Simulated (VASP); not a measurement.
## Be: single point with PBEsol

Crystal: Be.

```
CELL_PARAMETERS angstrom
2.18453 0.00000 0.00000
-1.09226 1.89186 0.00000
0.00000 0.00000 3.78095
ATOMIC_POSITIONS crystal
Be 0.33333 0.66667 0.25000
Be 0.66667 0.33333 0.75000
```

This cell differs from its parent crystal: strain -0.050 along x and y, +0.050 along z.

```yaml
Program: VASP 6.6.1
Task: single point
Functional: PBEsol
Potentials_or_basis: VASP PAW PBE potentials, release 64 (Be)
Cutoff: 520 eV
k_mesh: 24 × 24 × 14
Occupations: gaussian, width 0.15 eV
Spin: no spin polarisation
Dipole_correction: no
Further_INCAR_settings: ALGO = Fast; EDIFF = 1e-06; NBANDS = 9
```

```
Pressure               : 1.7 GPa
Band gap on the k mesh : zero (band 2 reaches 7.91 eV, above the bottom of band 3 at 6.48 eV)
```

Stress tensor (GPa, compression positive):
```
 10.84   0.00   0.00
  0.00  10.84   0.00
  0.00   0.00 -16.44
```

Levels at points of the mesh, in eV from the Fermi level:
```csv
k point,band 1,band 2,band 3,band 4,band 5
"(0.00, 0.00, 0.00)",-11.43,-5.33,-0.41,18.08,18.08
"(0.50, 0.00, 0.00)",-4.78,-2.82,3.57,5.83,6.21
"(0.00, 0.00, 0.50)",-9.51,-9.51,8.10,8.10,19.36
"(0.50, 0.00, 0.50)",-3.56,-3.56,1.93,1.93,13.24
```

It took 12 s on 1 thread of Intel(R) Xeon(R) 6975P-C (Granite Rapids) (shared host), peak memory 0.16 GiB.

Caveat: the cell differs from its parent crystal (strain -0.050 along x and y, +0.050 along z); the PAW data sets were made with another functional, which shifts forces and pressure a little.
